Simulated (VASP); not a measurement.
# H2C19 in VASP: relaxation of the atoms with PBE

Aim: the relaxation of the atoms of H2C19 with PBE.

Program: VASP 6.6.1. These are calculated values, not measurements. Logs are shortened: lines on timing, memory, paths and dates and some standing lists are left out, and cuts for length are marked.

## Step 1: The cell of the first run

The cell holds a slab with vacuum, 21 atoms: a = 7.398 Å, b = 7.398 Å, c = 11.000 Å, α = 90.00°, β = 90.00°, γ = 120.00°.

## Step 2: Relaxation of the atoms, PBE

INCAR

```
SYSTEM = H2C19
PREC = Accurate
ENCUT = 520
EDIFF = 1E-7
ISMEAR = 0
SIGMA = 0.02
LREAL = Auto
LASPH = .True.
NELM = 80
ALGO = Normal
ISIF = 2
LWAVE = .False.
LCHARG = .False.
GGA = PE
IBRION = 2
NSW = 80
EDIFFG = -0.03
```

KPOINTS

```
regular mesh
0
Gamma
  2 2 1
  0 0 0
```

POSCAR

```
H2C19
1.0
    7.3980000000      0.0000000000      0.0000000000
   -3.6990000000      6.4068560000      0.0000000000
    0.0000000000      0.0000000000     11.0000000000
C H
19 2
Direct
    0.0000000000      0.0000000000      0.0909091000
    0.2222222000      0.1111111000      0.0909091000
    0.0000000000      0.3333333000      0.0909091000
    0.2222222000      0.4444444000      0.0909091000
    0.0000000000      0.6666667000      0.0909091000
    0.2222222000      0.7777778000      0.0909091000
    0.3333333000      0.0000000000      0.0909091000
    0.5555556000      0.1111111000      0.0909091000
    0.3333333000      0.3333333000      0.0909091000
    0.5555556000      0.4444444000      0.0909091000
    0.3333333000      0.6666667000      0.0909091000
    0.5555556000      0.7777778000      0.0909091000
    0.6666667000      0.0000000000      0.0909091000
    0.8888889000      0.1111111000      0.0909091000
    0.6666667000      0.3333333000      0.0909091000
    0.8888889000      0.4444444000      0.0909091000
    0.6666667000      0.6666667000      0.0909091000
    0.8888889000      0.7777778000      0.0909091000
    0.2522033000      0.6376886000      0.2236364000
    0.3302977000      0.5756132000      0.2781818000
    0.1741090000      0.6997640000      0.2781818000
```

Potentials or basis: VASP PAW PBE potentials, release 64 (C, H).

Command:

```bash
$ cat potpaw_PBE.64/C/POTCAR potpaw_PBE.64/H/POTCAR > POTCAR
$ mpirun -np 1 vasp_std > vasp.out
```

OUTCAR:

```text
SYSTEM = H2C19
   PREC = Accurate
   ENCUT = 520
   EDIFF = 1E-7
   ISMEAR = 0
   LREAL = Auto
   LASPH = .True.
   NELM = 80
   ISIF = 2
   GGA = PE
   IBRION = 2
   NSW = 80
   EDIFFG = -0.03

 ion  position               nearest neighbor table
   1  0.000  0.000  0.091-   2 1.42  14 1.42  18 1.42
   2  0.222  0.111  0.091-   1 1.42   7 1.42   9 1.42
   3  0.000  0.333  0.091-   4 1.42  16 1.42  14 1.42
   4  0.222  0.444  0.091-   3 1.42   9 1.42  11 1.42  19 1.98
   5  0.000  0.667  0.091-   6 1.42  18 1.42  16 1.42
   6  0.222  0.778  0.091-   5 1.42  11 1.42   7 1.42  19 1.87
   7  0.333  0.000  0.091-   2 1.42   6 1.42   8 1.42
   8  0.556  0.111  0.091-  13 1.42  15 1.42   7 1.42
   9  0.333  0.333  0.091-   4 1.42   2 1.42  10 1.42
  10  0.556  0.444  0.091-  15 1.42   9 1.42  17 1.42
  11  0.333  0.667  0.091-   6 1.42  12 1.42   4 1.42  19 1.55
  12  0.556  0.778  0.091-  17 1.42  13 1.42  11 1.42
  13  0.667  0.000  0.091-  14 1.42   8 1.42  12 1.42
  14  0.889  0.111  0.091-  13 1.42   1 1.42   3 1.42
  15  0.667  0.333  0.091-  16 1.42  10 1.42   8 1.42
  16  0.889  0.444  0.091-  15 1.42   3 1.42   5 1.42
  17  0.667  0.667  0.091-  18 1.42  12 1.42  10 1.42
  18  0.889  0.778  0.091-  17 1.42   5 1.42   1 1.42
  19  0.252  0.638  0.224-  21 1.08  20 1.08  11 1.55   6 1.87   4 1.98
  20  0.330  0.576  0.278-  19 1.08
  21  0.174  0.700  0.278-  19 1.08

  LATTYP: Found a hexagonal cell.
 ALAT       =     7.3980000000
 C/A-ratio  =     1.4868883482

  Lattice vectors:

 A1 = (   7.3980000000,   0.0000000000,   0.0000000000)
 A2 = (  -3.6990000000,   6.4068560000,   0.0000000000)
 A3 = (   0.0000000000,   0.0000000000,  11.0000000000)

Analysis of symmetry for initial positions (statically):
=====================================================================
 Subroutine PRICEL returns:
 Original cell was already a primitive cell.

 Routine SETGRP: Setting up the symmetry group for a
 hexagonal supercell.

 Subroutine GETGRP returns: Found  1 space group operations
 (whereof  1 operations were pure point group operations)
 out of a pool of 24 trial point group operations.

The static configuration has the point symmetry C_1 .

Analysis of symmetry for dynamics (positions and initial velocities):
=====================================================================
 Subroutine PRICEL returns:
 Original cell was already a primitive cell.

 Routine SETGRP: Setting up the symmetry group for a
 hexagonal supercell.

 Subroutine GETGRP returns: Found  1 space group operations
 (whereof  1 operations were pure point group operations)
 out of a pool of 24 trial point group operations.

The dynamic configuration has the point symmetry C_1 .

 Subroutine INISYM returns: Found  1 space group operations
 (whereof  1 operations are pure point group operations),
 and found     1 'primitive' translations

----------------------------------------------------------------------------------------

                                     Primitive cell

  volume of cell :     521.3771

  direct lattice vectors                    reciprocal lattice vectors
     7.398000000  0.000000000  0.000000000     0.135171668  0.078041398  0.000000000
    -3.699000000  6.406856000  0.000000000     0.000000000  0.156082796  0.000000000
     0.000000000  0.000000000 11.000000000     0.000000000  0.000000000  0.090909091

  length of vectors
     7.398000000  7.398000054 11.000000000     0.156082797  0.156082796  0.090909091

  position of ions in fractional coordinates (direct lattice)
     0.000000000  0.000000000  0.090909100
     0.222222200  0.111111100  0.090909100
     1.000000000  0.333333300  0.090909100
     0.222222200  0.444444400  0.090909100
     1.000000000  0.666666700  0.090909100
     0.222222200  0.777777800  0.090909100
[... 13 lines left out ...]
     0.330297700  0.575613200  0.278181800
     0.174109000  0.699764000  0.278181800

  ion indices of the primitive-cell ions
   primitive index   ion index
                 1           1
                 2           2
                 3           3
                 4           4
                 5           5
                 6           6
[... 13 lines left out ...]
                20          20
                21          21

----------------------------------------------------------------------------------------

 KPOINTS: regular mesh

Automatic generation of k-mesh.
 Grid dimensions read from file:
 generate k-points for:    2    2    1

 Generating k-lattice:

  Cartesian coordinates                     Fractional coordinates (reciprocal lattice)
     0.067585834  0.039020699  0.000000000     0.500000000 -0.000000000  0.000000000
     0.000000000  0.078041398  0.000000000     0.000000000  0.500000000  0.000000000
     0.000000000  0.000000000  0.090909091     0.000000000  0.000000000  1.000000000

  Length of vectors
     0.078041399  0.078041398  0.090909091

  Shift w.r.t. Gamma in fractional coordinates (k-lattice)
     0.000000000  0.000000000  0.000000000

 Subroutine IBZKPT returns following result:
 ===========================================

 Found      4 irreducible k-points:

 Following reciprocal coordinates:
            Coordinates               Weight
  0.000000  0.000000  0.000000      1.000000
  0.500000 -0.000000  0.000000      1.000000
  0.000000  0.500000  0.000000      1.000000
  0.500000  0.500000  0.000000      1.000000
   k-points           NKPTS =      4   k-points in BZ     NKDIM =      4   number of bands    NBANDS=     50
   number of dos      NEDOS =    301   number of ions     NIONS =     21
   total plane-waves  NPLWV = 263424
   dimension x,y,z NGX =    56 NGY =   56 NGZ =   84
   dimension x,y,z NGXF=   112 NGYF=  112 NGZF=  168
   ions per type =              19   2
   NGX,Y,Z   is equivalent  to a cutoff of  12.58, 12.58, 12.70 a.u.
   NGXF,Y,Z  is equivalent  to a cutoff of  25.17, 25.17, 25.39 a.u.
 SYSTEM =  H2C19
   PREC   = accura    normal or accurate (medium, high low for compatibility)
   ISTART =      0    job   : 0-new  1-cont  2-samecut
   ICHARG =      2    charge: 1-file 2-atom 10-const
   ISPIN  =      1    spin polarized calculation?
   LNONCOLLINEAR =      F non collinear calculations
   LSORBIT =      F    spin-orbit coupling
   LASPH  =      T    aspherical Exc in radial PAW
   ENCUT  =  520.0 eV  38.22 Ry    6.18 a.u.  13.76 13.76 20.45*2*pi/ulx,y,z
   NELM   =     80;   NELMIN=  2; NELMDL= -5     # of ELM steps
   EDIFF  = 0.1E-06   stopping-criterion for ELM
   LREAL  =      T    real-space projection
   EDIFFG = -.3E-01   stopping-criterion for IOM
   NSW    =     80    number of steps for IOM
   IBRION =      2    ionic relax: 0-MD 1-quasi-New 2-CG
   NFREE  =      1    steps in history (QN), initial steepest desc. (CG)
   ISIF   =      2    stress and relaxation
   ISYM   =      2    0-nonsym 1-usesym 2-fastsym
   POTIM  = 0.5000    time-step for ionic-motion
   TEBEG  =    0.0;   TEEND  =   0.0 temperature during run
   PSTRESS=    0.0 pullay stress
   NELECT =      78.0000    total number of electrons
   NUPDOWN=      -1.0000    fix difference up-down
   EMIN   =  10.00;   EMAX   =-10.00  energy-range for DOS
   EFERMI =   0.00;   METHOD = LEGACY
   ISMEAR =     0;   SIGMA  =   0.02  broadening in eV -4-tet -1-fermi 0-gaus
   EFERMI_NEDOS =   21; number of points for ismear=-14 and -15
   IALGO  =     38    algorithm
   IMIX   =      4    mixing-type and parameters
     AMIX     =   0.40;   BMIX     =  1.00
     AMIX_MAG =   1.60;   BMIX_MAG =  1.00
  volume/ion in A,a.u.               =      24.83       167.54
  Fermi-wavevector in a.u.,A,eV,Ry     =   0.869072  1.642308 10.276289  0.755286
  Thomas-Fermi vector in A             =   1.987841
   LORBIT       =      0    0 simple, 1 ext, 2 COOP (PROOUT), +10 PAW based schemes
   GGA     = PE    functional components
   LHFCALC =     F    Hartree Fock is set to
   AEXX    =    0.0000 exact exchange contribution
   IVDW    =     0    specifies the selected vdW correction
   LEPSILON=     F    determine dielectric tensor
   LRPA    =     F    only Hartree local field effects (RPA)
 conjugate gradient relaxation of ions
 non-spin polarized calculation
 Gauss-broadening in eV      SIGMA  =   0.02
  energy-cutoff  :      520.00
  volume of cell :      521.38
 maximum number of plane-waves:     14099
 NGX is ok and might be reduce to    56
   NGX = 27   NGY = 27   NGZ = 41

--------------------------------------- Ionic step        1  -------------------------------------------

 number of electron      78.0000000 magnetization

 Free energy of the ion-electron system (eV)
  ---------------------------------------------------
  ext. energy  EPLUGINS =         0.00000000
  ---------------------------------------------------
  free energy    TOTEN  =      -176.59384353 eV

  energy without entropy =     -176.58826057  energy(sigma->0) =     -176.59105205

------------------------ aborting loop because EDIFF is reached ----------------------------------------

  FORCE on cell =-STRESS in cart. coord.  units (eV):
  Direction    XX          YY          ZZ          XY          YZ          ZX
  --------------------------------------------------------------------------------------
  -------------------------------------------------------------------------------------
  Total        8.0308228      4.8032931      5.4246432      1.5252535     -1.0887455      3.9000580
  in kB       24.6784939     14.7603854     16.6697770      4.6870615     -3.3456846     11.9847690
  external PRESSURE =      18.7028854 kB  Pullay stress =       0.0000000 kB
[... 146 lines left out ...]
  FREE ENERGIE OF THE ION-ELECTRON SYSTEM (eV)
  ---------------------------------------------------
  free  energy   TOTEN  =      -177.0710665772 eV

  energy  without entropy=     -177.0654389699  energy(sigma->0) =     -177.06825277

[... ionic steps 4 to 56 ...]

--------------------------------------- Ionic step       57  -------------------------------------------

 number of electron      78.0000004 magnetization

------------------------ aborting loop because EDIFF is reached ----------------------------------------

  FORCE on cell =-STRESS in cart. coord.  units (eV):
  Direction    XX          YY          ZZ          XY          YZ          ZX
  --------------------------------------------------------------------------------------
  -------------------------------------------------------------------------------------
  Total        7.7111258      1.7770293     -0.1496965      0.0340388     -0.0045491      0.0290290
  in kB       23.6960739      5.4607615     -0.4600132      0.1046002     -0.0139791      0.0892052
  external PRESSURE =       9.5656074 kB  Pullay stress =       0.0000000 kB
[... 95 lines left out ...]
  energy  without entropy=     -179.8738848631  energy(sigma->0) =     -179.87388486

--------------------------------------- Ionic step       59  -------------------------------------------

 number of electron      78.0000004 magnetization

 Free energy of the ion-electron system (eV)
  ---------------------------------------------------
  ext. energy  EPLUGINS =         0.00000000
  ---------------------------------------------------
  free energy    TOTEN  =      -179.87398083 eV

  energy without entropy =     -179.87398083  energy(sigma->0) =     -179.87398083

 E-fermi :  -1.1131     XC(G=0):  -4.2608

 val. band max:       -1.1909843479   @ k =   0.0000   0.0000   0.0000
 cond. band min:      -1.0352134791   @ k =   0.0000   0.0000   0.0000
 fundamental gap:      0.1557708689
 Fermi energy:        -1.1131122574

 k-point     1 :       0.0000    0.0000    0.0000
  band No.  band energies     occupation
      1     -20.9931      2.00000
      2     -19.3237      2.00000
      3     -18.1722      2.00000
      4     -18.1644      2.00000
      5     -18.0819      2.00000
      6     -18.0627      2.00000
[... 42 lines left out ...]
     49       3.9482      0.00000
     50       4.4543      0.00000

 k-point     2 :       0.5000   -0.0000    0.0000
  band No.  band energies     occupation
      1     -20.6557      2.00000
      2     -20.0085      2.00000
      3     -19.1431      2.00000
      4     -18.7409      2.00000
      5     -17.2795      2.00000
      6     -16.2762      2.00000
[... 42 lines left out ...]
     49       4.1925      0.00000
     50       4.3584      0.00000

 k-point     3 :       0.0000    0.5000    0.0000
  band No.  band energies     occupation
      1     -20.6402      2.00000
      2     -20.0518      2.00000
      3     -19.0998      2.00000
      4     -18.7586      2.00000
      5     -17.2219      2.00000
      6     -16.3634      2.00000
[... 42 lines left out ...]
     49       4.1455      0.00000
     50       4.2678      0.00000

 k-point     4 :       0.5000    0.5000    0.0000
  band No.  band energies     occupation
      1     -20.6560      2.00000
      2     -20.0080      2.00000
      3     -19.1431      2.00000
      4     -18.7409      2.00000
      5     -17.2805      2.00000
      6     -16.2779      2.00000
[... 90 lines left out ...]
  FREE ENERGIE OF THE ION-ELECTRON SYSTEM (eV)
  ---------------------------------------------------
  free  energy   TOTEN  =      -179.8739808289 eV

  energy  without entropy=     -179.8739808275  energy(sigma->0) =     -179.87398083

 reached required accuracy - stopping structural energy minimisation
```

Run time: 1.8 h. Hardware: 1 thread of Intel Xeon Platinum 8124M at 3.00GHz (Skylake/Cascade Lake), shared host; peak memory 0.65 GiB.

Results:

| Quantity | Value |
| --- | --- |
| Free energy | -179.8740 eV |
| Energy gained by relaxing | 156.2 meV/atom |
| Ionic steps | 59 |
| Largest force after relaxing | 0.027 eV/Å |
| Band gap on the k mesh | 0.16 eV |

Forces in eV/Å, atoms in the order of the input:
```
C   -0.013  0.010 -0.005
C   -0.016  0.012  0.007
C    0.013 -0.005 -0.002
C    0.003  0.000  0.004
C    0.003 -0.008  0.008
C    0.013  0.013  0.015
C    0.008 -0.014 -0.001
C   -0.014  0.013 -0.006
C   -0.008 -0.011 -0.006
C    0.001  0.010 -0.001
C   -0.009 -0.004  0.001
C   -0.010 -0.009 -0.002
C    0.004  0.001 -0.003
C    0.026  0.001 -0.006
C    0.013  0.003  0.001
C   -0.026 -0.008 -0.003
C    0.013 -0.013  0.006
C   -0.008  0.011 -0.008
C   -0.001  0.002  0.010
H    0.016 -0.003 -0.005
H   -0.008 -0.001 -0.004
```

Step by step:
| step | energy change (eV) | largest force (eV/Å) | pressure (GPa) |
| --- | --- | --- | --- |
| 1 | 0.0000 | 4.2897 | 1.87 |
| 3 | -0.4772 | 3.5300 | 1.90 |
| 5 | -1.0495 | 1.8917 | 1.42 |
| 7 | -1.4684 | 1.7669 | 0.90 |
| 9 | -1.7438 | 1.8202 | 0.74 |
| 11 | -2.0149 | 2.1351 | 0.78 |
| 13 | -2.5446 | 1.5233 | 0.56 |
| 15 | -2.7307 | 1.1644 | 0.57 |
| 17 | -2.8801 | 0.9087 | 0.60 |
| 19 | -3.0162 | 0.7232 | 0.70 |
| 21 | -3.0983 | 0.6009 | 0.78 |
| 23 | -3.1391 | 0.4650 | 0.78 |
| 25 | -3.1741 | 0.4053 | 0.79 |
| 27 | -3.2049 | 0.3428 | 0.84 |
| 29 | -3.2232 | 0.2502 | 0.86 |
| 31 | -3.2347 | 0.2187 | 0.86 |
| 33 | -3.2444 | 0.2069 | 0.86 |
| 35 | -3.2550 | 0.2094 | 0.88 |
| 37 | -3.2604 | 0.2072 | 0.90 |
| 39 | -3.2647 | 0.1883 | 0.93 |
| 41 | -3.2685 | 0.1628 | 0.96 |
| 43 | -3.2715 | 0.1564 | 0.97 |
| 45 | -3.2758 | 0.0883 | 0.98 |
| 47 | -3.2773 | 0.0654 | 0.97 |
| 49 | -3.2783 | 0.0671 | 0.96 |
| 51 | -3.2789 | 0.0502 | 0.95 |
| 53 | -3.2794 | 0.0617 | 0.96 |
| 55 | -3.2798 | 0.0350 | 0.96 |
| 57 | -3.2800 | 0.0310 | 0.96 |
| 59 | -3.2801 | 0.0271 | 0.95 |

Final structure:
```xyz
21
Lattice="7.3980 0.0000 0.0000 -3.6990 6.4069 0.0000 0.0000 0.0000 11.0000" Properties=species:S:1:pos:R:3 pbc="T T T"
C     7.3285    0.0716    0.8870
C     1.1631    0.7939    0.8665
C     6.0727    2.1843    0.9935
C    -0.0699    2.8567    1.3427
C     4.8646    4.3497    0.9496
C    -1.3253    5.0838    0.9899
C     2.3969    0.0677    0.8649
C     3.6295    0.7897    0.8857
C     1.1859    2.1843    0.9949
C     2.3938    2.9187    0.9525
C    -0.0701    4.4120    1.3411
C     1.1858    5.0842    0.9948
C     4.8618    0.0676    0.8682
C     6.0954    0.7939    0.8687
C     3.6292    2.2010    0.9005
C     4.8650    2.9190    0.9508
C     2.3937    4.3499    0.9530
C     3.6293    5.0673    0.9012
C    -0.0733    3.6356    2.6448
H     0.8522    3.6377    3.2180
H    -1.0029    3.6360    3.2118
```

Caveat: the k points lie up to 0.49 Å⁻¹ apart; there is no dipole correction, which matters where the two faces differ.
